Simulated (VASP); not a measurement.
# ZnS (P4_2/mmc) in VASP: relaxation of cell and atoms with PBE

Aim: the relaxation of cell and atoms of ZnS with PBE.

Program: VASP 6.6.1. These are calculated values, not measurements. Logs are shortened: lines on timing, memory, paths and dates and some standing lists are left out, and cuts for length are marked.

## (1) The cell of the first run

Symmetry: P4_2/mmc, No. 131, tetragonal system. Conventional cell: a = 3.677 Å, b = 3.677 Å, c = 6.033 Å, α = 90.00°, β = 90.00°, γ = 90.00°. Within 3.1 Å of Zn (site symmetry -4m2) lie 4 S at 2.38 Å and 2 Zn at 3.02 Å. S (site symmetry mmm) has 4 Zn at 2.38 Å within 3.1 Å.

## (2) Relaxation of cell and atoms, PBE

File INCAR:

```
SYSTEM = ZnS
  ALGO = Normal
  EDIFF = 1E-6
  EDIFFG = -0.01
  ENCUT = 600
  GGA = PE
  IBRION = 2
  ISIF = 3
  ISMEAR = 0
  LASPH = .True.
  LCHARG = .False.
  LREAL = .False.
  LWAVE = .False.
  NELM = 80
  NSW = 100
  PREC = Accurate
  SIGMA = 0.1
```

File KPOINTS:

```
k-points
0
Gamma
  12 12 8
  0 0 0
```

File POSCAR:

```
ZnS
1.0
    3.6767642109      0.0000000000      0.0000000000
    0.0000000000      3.6767642109      0.0000000000
    0.0000000000      0.0000000000      6.0332629698
Zn S
2 2
Direct
    0.5000000000      0.5000000000      0.2500000000
    0.5000000000      0.5000000000      0.7500000000
    0.0000000000      0.5000000000      0.0000000000
    0.5000000000      0.0000000000      0.5000000000
```

Potentials or basis: VASP PAW PBE potentials, release 64 (Zn, S).

Launch:

```console
> cat potpaw_PBE.64/Zn/POTCAR potpaw_PBE.64/S/POTCAR > POTCAR
> mpirun -np 1 vasp_std > vasp.out
```

OUTCAR:

```text
SYSTEM = ZnS
   EDIFF = 1E-6
   EDIFFG = -0.01
   ENCUT = 600
   GGA = PE
   IBRION = 2
   ISIF = 3
   ISMEAR = 0
   LASPH = .True.
   LREAL = .False.
   NELM = 80
   NSW = 100
   PREC = Accurate

 ion  position               nearest neighbor table
   1  0.500  0.500  0.250-   3 2.38   4 2.38   4 2.38   3 2.38   2 3.02   2 3.02
   2  0.500  0.500  0.750-   3 2.38   4 2.38   4 2.38   3 2.38   1 3.02   1 3.02
   3  0.000  0.500  0.000-   1 2.38   2 2.38   1 2.38   2 2.38
   4  0.500  0.000  0.500-   1 2.38   2 2.38   1 2.38   2 2.38

  LATTYP: Found a simple tetragonal cell.
 ALAT       =     3.6767642109
 C/A-ratio  =     1.6409164754

  Lattice vectors:

 A1 = (   3.6767642109,   0.0000000000,   0.0000000000)
 A2 = (   0.0000000000,   3.6767642109,   0.0000000000)
 A3 = (   0.0000000000,   0.0000000000,   6.0332629698)

Analysis of symmetry for initial positions (statically):
=====================================================================
 Subroutine PRICEL returns:
 Original cell was already a primitive cell.

 Routine SETGRP: Setting up the symmetry group for a
 simple tetragonal supercell.

 Subroutine GETGRP returns: Found 16 space group operations
 (whereof  8 operations were pure point group operations)
 out of a pool of 16 trial point group operations.

The static configuration has the point symmetry D_2h.
 The point group associated with its full space group is D_4h.

Analysis of symmetry for dynamics (positions and initial velocities):
=====================================================================
 Subroutine PRICEL returns:
 Original cell was already a primitive cell.

 Routine SETGRP: Setting up the symmetry group for a
 simple tetragonal supercell.

 Subroutine GETGRP returns: Found 16 space group operations
 (whereof  8 operations were pure point group operations)
 out of a pool of 16 trial point group operations.

The dynamic configuration has the point symmetry D_2h.
 The point group associated with its full space group is D_4h.

 Subroutine INISYM returns: Found 16 space group operations
 (whereof  8 operations are pure point group operations),
 and found     1 'primitive' translations

----------------------------------------------------------------------------------------

                                     Primitive cell

  volume of cell :      81.5612

  direct lattice vectors                    reciprocal lattice vectors
     3.676764211  0.000000000  0.000000000     0.271978278  0.000000000  0.000000000
     0.000000000  3.676764211  0.000000000     0.000000000  0.271978278  0.000000000
     0.000000000  0.000000000  6.033262970     0.000000000  0.000000000  0.165747789

  length of vectors
     3.676764211  3.676764211  6.033262970     0.271978278  0.271978278  0.165747789

  position of ions in fractional coordinates (direct lattice)
     0.500000000  0.500000000  0.250000000
     0.500000000  0.500000000  0.750000000
     0.000000000  0.500000000  0.000000000
     0.500000000  0.000000000  0.500000000

  ion indices of the primitive-cell ions
   primitive index   ion index
                 1           1
                 2           2
                 3           3
                 4           4

----------------------------------------------------------------------------------------

 KPOINTS: k-points

Automatic generation of k-mesh.
 Grid dimensions read from file:
 generate k-points for:   12   12    8

 Generating k-lattice:

  Cartesian coordinates                     Fractional coordinates (reciprocal lattice)
     0.022664857  0.000000000  0.000000000     0.083333333  0.000000000  0.000000000
     0.000000000  0.022664857  0.000000000     0.000000000  0.083333333  0.000000000
     0.000000000  0.000000000  0.020718474     0.000000000  0.000000000  0.125000000

  Length of vectors
     0.022664857  0.022664857  0.020718474

  Shift w.r.t. Gamma in fractional coordinates (k-lattice)
     0.000000000  0.000000000  0.000000000

 Subroutine IBZKPT returns following result:
 ===========================================

 Found    140 irreducible k-points:

 Following reciprocal coordinates:
            Coordinates               Weight
  0.000000  0.000000  0.000000      1.000000
  0.083333  0.000000  0.000000      4.000000
  0.166667  0.000000  0.000000      4.000000
  0.250000  0.000000  0.000000      4.000000
  0.333333  0.000000  0.000000      4.000000
  0.416667  0.000000  0.000000      4.000000
[... 16 lines left out ...]
  0.333333  0.333333  0.000000      4.000000
  0.416667  0.333333  0.000000      8.000000
 [... further k-points ...]
   k-points           NKPTS =    140   k-points in BZ     NKDIM =    140   number of bands    NBANDS=     22
   number of dos      NEDOS =    301   number of ions     NIONS =      4
   total plane-waves  NPLWV =  43200
   dimension x,y,z NGX =    30 NGY =   30 NGZ =   48
   dimension x,y,z NGXF=    60 NGYF=   60 NGZF=   96
   ions per type =               2   2
   NGX,Y,Z   is equivalent  to a cutoff of  13.56, 13.56, 13.23 a.u.
   NGXF,Y,Z  is equivalent  to a cutoff of  27.13, 27.13, 26.45 a.u.
 SYSTEM =  ZnS
   PREC   = accura    normal or accurate (medium, high low for compatibility)
   ISTART =      0    job   : 0-new  1-cont  2-samecut
   ICHARG =      2    charge: 1-file 2-atom 10-const
   ISPIN  =      1    spin polarized calculation?
   LNONCOLLINEAR =      F non collinear calculations
   LSORBIT =      F    spin-orbit coupling
   LASPH  =      T    aspherical Exc in radial PAW
   ENCUT  =  600.0 eV  44.10 Ry    6.64 a.u.   7.34  7.34 12.05*2*pi/ulx,y,z
   NELM   =     80;   NELMIN=  2; NELMDL= -5     # of ELM steps
   EDIFF  = 0.1E-05   stopping-criterion for ELM
   LREAL  =      F    real-space projection
   EDIFFG = -.1E-01   stopping-criterion for IOM
   NSW    =    100    number of steps for IOM
   IBRION =      2    ionic relax: 0-MD 1-quasi-New 2-CG
   NFREE  =      1    steps in history (QN), initial steepest desc. (CG)
   ISIF   =      3    stress and relaxation
   ISYM   =      2    0-nonsym 1-usesym 2-fastsym
   POTIM  = 0.5000    time-step for ionic-motion
   TEBEG  =    0.0;   TEEND  =   0.0 temperature during run
   PSTRESS=    0.0 pullay stress
   NELECT =      36.0000    total number of electrons
   NUPDOWN=      -1.0000    fix difference up-down
   EMIN   =  10.00;   EMAX   =-10.00  energy-range for DOS
   EFERMI =   0.00;   METHOD = LEGACY
   ISMEAR =     0;   SIGMA  =   0.10  broadening in eV -4-tet -1-fermi 0-gaus
   EFERMI_NEDOS =   21; number of points for ismear=-14 and -15
   IALGO  =     38    algorithm
   IMIX   =      4    mixing-type and parameters
     AMIX     =   0.40;   BMIX     =  1.00
     AMIX_MAG =   1.60;   BMIX_MAG =  1.00
  volume/ion in A,a.u.               =      20.39       137.60
  Fermi-wavevector in a.u.,A,eV,Ry     =   1.246468  2.355483 21.139126  1.553682
  Thomas-Fermi vector in A             =   2.380644
   LORBIT       =      0    0 simple, 1 ext, 2 COOP (PROOUT), +10 PAW based schemes
   GGA     = PE    functional components
   LHFCALC =     F    Hartree Fock is set to
   AEXX    =    0.0000 exact exchange contribution
   IVDW    =     0    specifies the selected vdW correction
   LEPSILON=     F    determine dielectric tensor
   LRPA    =     F    only Hartree local field effects (RPA)
 conjugate gradient relaxation of ions
 non-spin polarized calculation
 Gauss-broadening in eV      SIGMA  =   0.10
  energy-cutoff  :      600.00
  volume of cell :       81.56
 maximum number of plane-waves:      2762
 NGX is ok and might be reduce to    30
   NGX = 15   NGY = 15   NGZ = 25

--------------------------------------- Ionic step        1  -------------------------------------------

 number of electron      35.9999993 magnetization

 Free energy of the ion-electron system (eV)
  ---------------------------------------------------
  ext. energy  EPLUGINS =         0.00000000
  ---------------------------------------------------
  free energy    TOTEN  =       -12.17145980 eV

  energy without entropy =      -12.17114371  energy(sigma->0) =      -12.17130175

------------------------ aborting loop because EDIFF is reached ----------------------------------------

  FORCE on cell =-STRESS in cart. coord.  units (eV):
  Direction    XX          YY          ZZ          XY          YZ          ZX
  --------------------------------------------------------------------------------------
  -------------------------------------------------------------------------------------
  Total       -0.0543506     -0.0543506      0.1253713      0.0000000      0.0000000      0.0000000
  in kB       -1.0676562     -1.0676562      2.4627764      0.0000000      0.0000000      0.0000000
  external PRESSURE =       0.1091547 kB  Pullay stress =       0.0000000 kB
[... 99 lines left out ...]
  energy  without entropy=      -12.1714245376  energy(sigma->0) =      -12.17158882

--------------------------------------- Ionic step        4  -------------------------------------------

 number of electron      35.9999986 magnetization

 Free energy of the ion-electron system (eV)
  ---------------------------------------------------
  ext. energy  EPLUGINS =         0.00000000
  ---------------------------------------------------
  free energy    TOTEN  =       -12.17180651 eV

  energy without entropy =      -12.17147679  energy(sigma->0) =      -12.17164165

 E-fermi :   2.3565     XC(G=0):  -9.5293

 val. band max:        2.2545842941   @ k =   0.5000   0.5000   0.0000
 cond. band min:       2.5347827858   @ k =   0.5000   0.5000   0.1250
 fundamental gap:      0.2801984917
 Fermi energy:         2.3565425352

 k-point     1 :       0.0000    0.0000    0.0000
  band No.  band energies     occupation
      1     -11.1681      2.00000
      2     -10.1452      2.00000
      3      -5.0069      2.00000
      4      -5.0069      2.00000
      5      -4.8701      2.00000
      6      -4.8002      2.00000
[... 574 lines left out ...]
      6      -4.6429      2.00000
[... 14 lines left out ...]
     21       5.9370      0.00000
     22       8.7114      0.00000

 [... further k-points ...]
[... 5 lines left out ...]
  --------------------------------------------------------------------------------------
  -------------------------------------------------------------------------------------
  Total       -0.0020233     -0.0020233     -0.0066042      0.0000000      0.0000000      0.0000000
  in kB       -0.0398093     -0.0398093     -0.1299379      0.0000000      0.0000000      0.0000000
  external PRESSURE =      -0.0698522 kB  Pullay stress =       0.0000000 kB
[... 19 lines left out ...]
  FREE ENERGIE OF THE ION-ELECTRON SYSTEM (eV)
  ---------------------------------------------------
  free  energy   TOTEN  =       -12.1718065056 eV

  energy  without entropy=      -12.1714767888  energy(sigma->0) =      -12.17164165

 reached required accuracy - stopping structural energy minimisation
```

Run time: 3.6 min. Hardware: 1 thread of Intel Xeon 6975P-C (Granite Rapids), shared host; peak memory 0.4 GiB.

Results:

```yaml
Free_energy: -12.1718 eV
Relaxed_volume: 20.36 Å³/atom
Relaxed_cell: a = 3.668 Å, b = 3.668 Å, c = 6.051 Å, α = 90.00°, β = 90.00°, γ = 90.00°
Space_group_after_relaxing_to_0.05_Å: P4_2/mmc (No. 131)
Energy_gained_by_relaxing: 0.1 meV/atom
Ionic_steps: 4
Pressure_after_relaxing: 0.0 GPa
```

Step by step:
```
step  energy change (eV)  largest force (eV/Å)  pressure (GPa)  volume (Å³)
   1              0.0000                0.0000            0.01        81.56
   2             -0.0002                0.0000           -0.06        81.58
   3             -0.0003                0.0000           -0.09        81.59
   4             -0.0003                0.0000           -0.01        81.43
```

Final structure:
```cif
data_structure
_symmetry_space_group_name_H-M 'P 1'
_symmetry_Int_Tables_number 1
_cell_length_a 3.6683
_cell_length_b 3.6683
_cell_length_c 6.0514
_cell_angle_alpha 90.000
_cell_angle_beta 90.000
_cell_angle_gamma 90.000
_cell_volume 81.43
loop_
_atom_site_label
_atom_site_type_symbol
_atom_site_fract_x
_atom_site_fract_y
_atom_site_fract_z
_atom_site_occupancy
Zn1 Zn 0.50000 0.50000 0.25000 1
Zn2 Zn 0.50000 0.50000 0.75000 1
S1 S 0.00000 0.50000 0.00000 1
S2 S 0.50000 0.00000 0.50000 1
```
